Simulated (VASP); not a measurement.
# TiSi16 (a cell with a defect) in VASP: single point with PBEsol

Aim: the single point of TiSi16 (a cell with a defect) with PBEsol.

Program: VASP 6.6.1. These are calculated values, not measurements. Logs are shortened: lines on timing, memory, paths and dates and some standing lists are left out, and cuts for length are marked.

## 1. The cell of the first run

The cell holds a defect, 17 atoms: a = 7.679 Å, b = 7.679 Å, c = 7.679 Å, α = 60.00°, β = 60.00°, γ = 60.00°.

## 2. Single point, PBEsol

INCAR reads:

```
SYSTEM = TiSi16
ALGO = Normal ; EDIFF = 1E-6
ENCUT = 520 ; GGA = PS
ISIF = 2 ; ISMEAR = -1
LASPH = .True. ; LCHARG = .False.
LREAL = Auto ; LWAVE = .False.
NBANDS = 52 ; NELM = 60
PREC = Accurate ; SIGMA = 0.02
```

KPOINTS reads:

```
k-points
0
Gamma
  2 2 2
  0 0 0
```

POSCAR reads:

```
TiSi16
1.0
    0.0000000000      5.4300000000      5.4300000000
    5.4300000000      0.0000000000      5.4300000000
    5.4300000000      5.4300000000      0.0000000000
Si Ti
16 1
Direct
   -0.0104879305      0.0035907826      0.0038754294
    0.1128674259      0.1270849232      0.1273684698
   -0.0078740822      0.0068566356      0.5008772130
    0.1125788924      0.1272451980      0.6335461525
   -0.0078401511      0.5005937452      0.0071310787
    0.1126376236      0.6332595006      0.1274992039
   -0.0080922890      0.5007623019      0.5010175600
    0.1258577374      0.6247779385      0.6250263029
    0.4864271177      0.0067113732      0.0070588543
    0.6191590402      0.1271101329      0.1274578446
    0.4861450258      0.0069273011      0.5009431257
    0.6102469478      0.1407457634      0.6249944831
    0.4862026667      0.5006022010      0.0072419618
    0.6102990409      0.6246516310      0.1410769131
    0.4888959183      0.5038769882      0.5042142394
    0.6099438921      0.6249224327      0.6252226536
    0.7390427239      0.7538014511      0.7541214144
```

Potentials or basis: VASP PAW PBE potentials, release 64 (Si, Ti_sv).

Started as:

```sh
$ cat potpaw_PBE.64/Si/POTCAR potpaw_PBE.64/Ti_sv/POTCAR > POTCAR
$ mpirun -np 1 vasp_std > vasp.out
```

OUTCAR:

```text
SYSTEM = TiSi16
   EDIFF = 1E-6
   ENCUT = 520
   GGA = PS
   ISIF = 2
   ISMEAR = -1
   LASPH = .True.
   LREAL = Auto
   NELM = 60
   PREC = Accurate

 ion  position               nearest neighbor table
   1  0.990  0.004  0.004-   4 2.32   6 2.32   2 2.32  10 2.32
   2  0.113  0.127  0.127-   1 2.32   3 2.34   5 2.34   9 2.34
   3  0.992  0.007  0.501-   2 2.34   4 2.34  12 2.39   8 2.40  17 2.75
   4  0.113  0.127  0.634-   1 2.32   3 2.34   7 2.34  11 2.34
   5  0.992  0.501  0.007-   2 2.34   6 2.34  14 2.39   8 2.40  17 2.75
   6  0.113  0.633  0.127-   1 2.32   5 2.34   7 2.34  13 2.34
   7  0.992  0.501  0.501-   4 2.34   6 2.34  16 2.40   8 2.40  17 2.75
   8  0.126  0.625  0.625-  15 2.28   7 2.40   3 2.40   5 2.40  17 2.43
   9  0.486  0.007  0.007-  10 2.34   2 2.34  14 2.40  12 2.40  17 2.75
  10  0.619  0.127  0.127-   1 2.32  11 2.34  13 2.34   9 2.34
  11  0.486  0.007  0.501-  10 2.34   4 2.34  12 2.40  16 2.40  17 2.75
  12  0.610  0.141  0.625-  15 2.28   3 2.39  11 2.40   9 2.40  17 2.43
  13  0.486  0.501  0.007-  10 2.34   6 2.34  14 2.40  16 2.40  17 2.75
  14  0.610  0.625  0.141-  15 2.28   5 2.39  13 2.40   9 2.40  17 2.43
  15  0.489  0.504  0.504-   8 2.28  16 2.28  12 2.28  14 2.28
  16  0.610  0.625  0.625-  15 2.28   7 2.40  11 2.40  13 2.40  17 2.43
  17  0.739  0.754  0.754-   8 2.43  16 2.43  12 2.43  14 2.43   9 2.75  13 2.75  11 2.75   5 2.75
                             3 2.75   7 2.75

  LATTYP: Found a face centered cubic cell.
 ALAT       =    10.8600000000

  Lattice vectors:

 A1 = (   0.0000000000,   5.4300000000,   5.4300000000)
 A2 = (   5.4300000000,   0.0000000000,   5.4300000000)
 A3 = (   5.4300000000,   5.4300000000,   0.0000000000)

Analysis of symmetry for initial positions (statically):
=====================================================================
 Subroutine PRICEL returns:
 Original cell was already a primitive cell.

 Routine SETGRP: Setting up the symmetry group for a
 face centered cubic supercell.

 Subroutine GETGRP returns: Found  1 space group operations
 (whereof  1 operations were pure point group operations)
 out of a pool of 48 trial point group operations.

The static configuration has the point symmetry C_1 .

Analysis of symmetry for dynamics (positions and initial velocities):
=====================================================================
 Subroutine PRICEL returns:
 Original cell was already a primitive cell.

 Routine SETGRP: Setting up the symmetry group for a
 face centered cubic supercell.

 Subroutine GETGRP returns: Found  1 space group operations
 (whereof  1 operations were pure point group operations)
 out of a pool of 48 trial point group operations.

The dynamic configuration has the point symmetry C_1 .

 Subroutine INISYM returns: Found  1 space group operations
 (whereof  1 operations are pure point group operations),
 and found     1 'primitive' translations

----------------------------------------------------------------------------------------

                                     Primitive cell

  volume of cell :     320.2060

  direct lattice vectors                    reciprocal lattice vectors
     0.000000000  5.430000000  5.430000000    -0.092081031  0.092081031  0.092081031
     5.430000000  0.000000000  5.430000000     0.092081031 -0.092081031  0.092081031
     5.430000000  5.430000000  0.000000000     0.092081031  0.092081031 -0.092081031

  length of vectors
     7.679179644  7.679179644  7.679179644     0.159489025  0.159489025  0.159489025

  position of ions in fractional coordinates (direct lattice)
     0.989512070  0.003590783  0.003875429
     0.112867426  0.127084923  0.127368470
     0.992125918  0.006856636  0.500877213
     0.112578892  0.127245198  0.633546153
     0.992159849  0.500593745  0.007131079
     0.112637624  0.633259501  0.127499204
[... 9 lines left out ...]
     0.609943892  0.624922433  0.625222654
     0.739042724  0.753801451  0.754121414

  ion indices of the primitive-cell ions
   primitive index   ion index
                 1           1
                 2           2
                 3           3
                 4           4
                 5           5
                 6           6
[... 9 lines left out ...]
                16          16
                17          17

----------------------------------------------------------------------------------------

 KPOINTS: k-points

Automatic generation of k-mesh.
 Grid dimensions read from file:
 generate k-points for:    2    2    2

 Generating k-lattice:

  Cartesian coordinates                     Fractional coordinates (reciprocal lattice)
    -0.046040516  0.046040516  0.046040516     0.500000000  0.000000000  0.000000000
     0.046040516 -0.046040516  0.046040516     0.000000000  0.500000000  0.000000000
     0.046040516  0.046040516 -0.046040516     0.000000000  0.000000000  0.500000000

  Length of vectors
     0.079744512  0.079744512  0.079744512

  Shift w.r.t. Gamma in fractional coordinates (k-lattice)
     0.000000000  0.000000000  0.000000000

 Subroutine IBZKPT returns following result:
 ===========================================

 Found      8 irreducible k-points:

 Following reciprocal coordinates:
            Coordinates               Weight
  0.000000  0.000000  0.000000      1.000000
  0.500000  0.000000  0.000000      1.000000
  0.000000  0.500000  0.000000      1.000000
  0.000000  0.000000  0.500000      1.000000
  0.500000  0.500000  0.500000      1.000000
  0.500000  0.500000  0.000000      1.000000
  0.000000  0.500000  0.500000      1.000000
  0.500000  0.000000  0.500000      1.000000
   k-points           NKPTS =      8   k-points in BZ     NKDIM =      8   number of bands    NBANDS=     52
   number of dos      NEDOS =    301   number of ions     NIONS =     17
   total plane-waves  NPLWV = 216000
   dimension x,y,z NGX =    60 NGY =   60 NGZ =   60
   dimension x,y,z NGXF=   120 NGYF=  120 NGZF=  120
   ions per type =              16   1
   NGX,Y,Z   is equivalent  to a cutoff of  12.99, 12.99, 12.99 a.u.
   NGXF,Y,Z  is equivalent  to a cutoff of  25.98, 25.98, 25.98 a.u.
 SYSTEM =  TiSi16
   PREC   = accura    normal or accurate (medium, high low for compatibility)
   ISTART =      0    job   : 0-new  1-cont  2-samecut
   ICHARG =      2    charge: 1-file 2-atom 10-const
   ISPIN  =      1    spin polarized calculation?
   LNONCOLLINEAR =      F non collinear calculations
   LSORBIT =      F    spin-orbit coupling
   LASPH  =      T    aspherical Exc in radial PAW
   ENCUT  =  520.0 eV  38.22 Ry    6.18 a.u.  14.28 14.28 14.28*2*pi/ulx,y,z
   NELM   =     60;   NELMIN=  2; NELMDL= -5     # of ELM steps
   EDIFF  = 0.1E-05   stopping-criterion for ELM
   LREAL  =      T    real-space projection
   EDIFFG = 0.1E-04   stopping-criterion for IOM
   NSW    =      0    number of steps for IOM
   IBRION =     -1    ionic relax: 0-MD 1-quasi-New 2-CG
   NFREE  =      0    steps in history (QN), initial steepest desc. (CG)
   ISIF   =      2    stress and relaxation
   ISYM   =      2    0-nonsym 1-usesym 2-fastsym
   POTIM  = 0.5000    time-step for ionic-motion
   TEBEG  =    0.0;   TEEND  =   0.0 temperature during run
   PSTRESS=    0.0 pullay stress
   NELECT =      76.0000    total number of electrons
   NUPDOWN=      -1.0000    fix difference up-down
   EMIN   =  10.00;   EMAX   =-10.00  energy-range for DOS
   EFERMI =   0.00;   METHOD = LEGACY
   ISMEAR =    -1;   SIGMA  =   0.02  broadening in eV -4-tet -1-fermi 0-gaus
   EFERMI_NEDOS =   21; number of points for ismear=-14 and -15
   IALGO  =     38    algorithm
   IMIX   =      4    mixing-type and parameters
     AMIX     =   0.40;   BMIX     =  1.00
     AMIX_MAG =   1.60;   BMIX_MAG =  1.00
  volume/ion in A,a.u.               =      18.84       127.11
  Fermi-wavevector in a.u.,A,eV,Ry     =   1.013607  1.915439 13.978610  1.027399
  Thomas-Fermi vector in A             =   2.146786
   LORBIT       =      0    0 simple, 1 ext, 2 COOP (PROOUT), +10 PAW based schemes
   GGA     = PS    functional components
   LHFCALC =     F    Hartree Fock is set to
   AEXX    =    0.0000 exact exchange contribution
   IVDW    =     0    specifies the selected vdW correction
   LEPSILON=     F    determine dielectric tensor
   LRPA    =     F    only Hartree local field effects (RPA)
 non-spin polarized calculation
  energy-cutoff  :      520.00
  volume of cell :      320.21
 maximum number of plane-waves:      8646
 NGX is ok and might be reduce to    60
   NGX = 29   NGY = 29   NGZ = 29

 number of electron      76.0000003 magnetization

 Free energy of the ion-electron system (eV)
  ---------------------------------------------------
  ext. energy  EPLUGINS =         0.00000000
  ---------------------------------------------------
  free energy    TOTEN  =       -98.32679502 eV

  energy without entropy =      -98.30401043  energy(sigma->0) =      -98.31540272

 E-fermi :   6.8216     XC(G=0):  -9.8812

 val. band max:        6.7777620295   @ k =   0.0000   0.5000   0.5000
 cond. band min:       6.8524192517   @ k =   0.5000   0.5000   0.5000
 fundamental gap:      0.0746572222
 Fermi energy:         6.8216060365

 k-point     1 :       0.0000    0.0000    0.0000
  band No.  band energies     occupation
      1     -49.7271      2.00000
      2     -26.2049      2.00000
      3     -26.2046      2.00000
      4     -26.2036      2.00000
      5      -5.7877      2.00000
      6      -3.5576      2.00000
[... 42 lines left out ...]
     49       8.0819      0.00000
     50       8.3871      0.00000

 k-point     2 :       0.5000    0.0000    0.0000
  band No.  band energies     occupation
      1     -49.7271      2.00000
      2     -26.2050      2.00000
      3     -26.2046      2.00000
      4     -26.2036      2.00000
      5      -5.0771      2.00000
      6      -4.8648      2.00000
[... 310 lines left out ...]
 k-point     8 :       0.5000    0.0000    0.5000
  band No.  band energies     occupation
      1     -49.7271      2.00000
      2     -26.2050      2.00000
      3     -26.2046      2.00000
      4     -26.2036      2.00000
      5      -4.7511      2.00000
      6      -4.6701      2.00000
[... 42 lines left out ...]
     49       9.7629      0.00000
     50      10.4199      0.00000
 [bands above 50 left out]

------------------------ aborting loop because EDIFF is reached ----------------------------------------

  FORCE on cell =-STRESS in cart. coord.  units (eV):
  Direction    XX          YY          ZZ          XY          YZ          ZX
  --------------------------------------------------------------------------------------
  -------------------------------------------------------------------------------------
  Total        4.1486490      4.1504590      4.1465704      0.0027720      0.0011637      0.0058237
  in kB       20.7581092     20.7671657     20.7477087      0.0138700      0.0058229      0.0291392
  external PRESSURE =      20.7576612 kB  Pullay stress =       0.0000000 kB

 VOLUME and BASIS-vectors are now :
 -----------------------------------------------------------------------------
  energy-cutoff  :      520.00
  volume of cell :      320.21
      direct lattice vectors                 reciprocal lattice vectors
     0.000000000  5.430000000  5.430000000    -0.092081031  0.092081031  0.092081031
     5.430000000  0.000000000  5.430000000     0.092081031 -0.092081031  0.092081031
     5.430000000  5.430000000  0.000000000     0.092081031  0.092081031 -0.092081031

 POSITION                                       TOTAL-FORCE (eV/Angst)
 -----------------------------------------------------------------------------------
      0.04054      5.39409      5.39255         0.001231      0.001484      0.000746
      1.38168      1.30448      1.30294         0.004984      0.006032      0.006514
      2.75699      8.10701      5.42448        -0.002113      0.001814     -0.007949
      4.13110      4.05146      1.30224        -0.005187     -0.002037      0.006684
      2.75695      5.42615      8.10565        -0.002490     -0.007489      0.002614
      4.13092      1.30394      4.05022        -0.005225      0.007806     -0.002557
[... 9 lines left out ...]
      6.78829      6.70695      6.70532        -0.005335     -0.003194     -0.002648
      8.18802      8.10788      8.10614         0.002451     -0.009515     -0.007620
 -----------------------------------------------------------------------------------
    total drift:                                0.012047     -0.016351     -0.016067

  FREE ENERGIE OF THE ION-ELECTRON SYSTEM (eV)
  ---------------------------------------------------
  free  energy   TOTEN  =       -98.3267950242 eV

  energy  without entropy=      -98.3040104252  energy(sigma->0) =      -98.31540272
```

Run time: 7.4 min. Hardware: 1 thread of Intel Xeon 8259CL, shared host; peak memory 0.49 GiB.

What came out:

```yaml
Free_energy: -98.3268 eV
Pressure: 2.1 GPa
Largest_force: 0.012 eV/Å
Band_gap_on_the_k_mesh: zero (bands 38 and 39 overlap by 0.41 eV)
```

Forces on the atoms (eV/Å):
```
Si   0.001  0.001  0.001
Si   0.005  0.006  0.007
Si  -0.002  0.002 -0.008
Si  -0.005 -0.002  0.007
Si  -0.002 -0.007  0.003
Si  -0.005  0.008 -0.003
Si   0.007  0.001  0.001
Si   0.002 -0.002 -0.001
Si  -0.008 -0.001 -0.001
Si   0.002 -0.005 -0.004
Si   0.001  0.011  0.000
Si   0.004 -0.004  0.001
Si   0.001  0.001  0.009
Si   0.004  0.000 -0.004
Si  -0.001  0.003  0.003
Si  -0.005 -0.003 -0.003
Ti   0.002 -0.010 -0.008
```

Levels at points of the mesh, in eV from the Fermi level:
| k point | band 33 | band 34 | band 35 | band 36 | band 37 | band 38 | band 39 | band 40 | band 41 | band 42 |
| --- | --- | --- | --- | --- | --- | --- | --- | --- | --- | --- |
| (0.00, 0.00, 0.00) | -1.66 | -0.95 | -0.95 | -0.95 | -0.38 | -0.38 | -0.38 | -0.13 | -0.13 | 0.22 |
| (0.50, 0.00, 0.00) | -1.93 | -1.93 | -1.30 | -1.30 | -0.27 | 0.03 | 0.03 | 0.44 | 0.44 | 0.79 |
| (0.00, 0.50, 0.00) | -1.93 | -1.93 | -1.30 | -1.30 | -0.27 | 0.03 | 0.03 | 0.44 | 0.44 | 0.79 |
| (0.00, 0.00, 0.50) | -1.93 | -1.93 | -1.30 | -1.30 | -0.27 | 0.03 | 0.03 | 0.44 | 0.44 | 0.79 |
| (0.50, 0.50, 0.50) | -1.93 | -1.93 | -1.30 | -1.30 | -0.27 | 0.03 | 0.03 | 0.44 | 0.44 | 0.79 |
| (0.50, 0.50, 0.00) | -2.41 | -1.94 | -1.94 | -1.82 | -0.71 | -0.04 | 0.59 | 0.59 | 1.09 | 1.33 |
| (0.00, 0.50, 0.50) | -2.41 | -1.94 | -1.94 | -1.82 | -0.71 | -0.04 | 0.59 | 0.59 | 1.09 | 1.33 |
| (0.50, 0.00, 0.50) | -2.41 | -1.94 | -1.94 | -1.82 | -0.71 | -0.04 | 0.59 | 0.59 | 1.09 | 1.33 |

Caveat: the k points lie up to 0.50 Å⁻¹ apart; the PAW data sets were made with another functional, which shifts forces and pressure a little.
